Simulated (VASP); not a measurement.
Here is a VASP 6.6.1 calculation.

The input INCAR:

```
ALGO = Normal
EDIFF = 1E-6
ENCUT = 520
GGA = PE
ISIF = 2
ISMEAR = -1
LASPH = True
LCHARG = False
LREAL = False
LWAVE = False
NBANDS = 11
NELM = 60
PREC = Accurate
SIGMA = 0.03
```

The input KPOINTS:

```
k-points
0
Gamma
  16 16 16
```

File POSCAR:

```
Hf
1.0
    0.0000000000      2.2368396850      2.1867000000
    2.2368396850      0.0000000000      2.1867000000
    2.2368396850      2.2368396850      0.0000000000
Hf
1
Direct
    0.0000000000      0.0000000000      0.0000000000
```

Potentials or basis: VASP PAW PBE potentials, release 64 (Hf_pv).

The run is started by

```bash
$ cat potpaw_PBE.64/Hf_pv/POTCAR > POTCAR
$ mpirun -np 1 vasp_std > vasp.out
```

Problem. Predict the pressure.

Solution. 2.7 GPa.

Problem. Estimate the band gap on the k mesh.

Solution. Zero (band 5 reaches 6.24 eV, above the bottom of band 6 at 4.44 eV).

Stress tensor (GPa, compression positive):
```
2.48 0.00 0.00
0.00 2.48 0.00
0.00 0.00 3.11
```

Caveat: spin-orbit coupling is left out, which moves the levels of the heavy elements.
